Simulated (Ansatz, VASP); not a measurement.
# CdS: VASP beside Ansatz

```
CELL_PARAMETERS angstrom
4.07471 0.00000 0.00000
-2.03736 3.52880 0.00000
0.00000 0.00000 6.63542
ATOMIC_POSITIONS crystal
Cd 0.33333 0.66667 0.99936
Cd 0.66667 0.33333 0.49936
S 0.33333 0.66667 0.37564
S 0.66667 0.33333 0.87564
```

Alike in both runs: functional LDA; k mesh 6 × 6 × 4; occupations gaussian, width 0.02 eV; no spin polarisation.

Ansatz relaxed the structure, and its values are those at the end. VASP's run is a single point on that final structure, the one shown.

|  | VASP | Ansatz |
| --- | --- | --- |
| version | VASP 6.6.1 | Ansatz 0.2.0 |
| potentials or method | VASP PAW LDA potentials, release 64 (Cd, S), cutoff 520 eV | scalar-relativistic, plane waves, PAW |
| valence electrons in the cell | 36 | 52 |

|  | VASP | Ansatz | Ansatz less VASP |
| --- | --- | --- | --- |
| gap on the k mesh at the Fermi level (eV) | 1.06 | 1.03 | -0.030 |
| least direct gap on the mesh (eV) | 1.06 | 1.03 | -0.030 |
| pressure (GPa) | 0.6 | 0.0 | -0.55 |

LDA's correlation is that of Perdew and Zunger in VASP and of Perdew and Wang (1992) in Ansatz. VASP's potentials hold 36 valence electrons a cell and Ansatz's 52, so a difference there can come from the potentials and not from the codes.
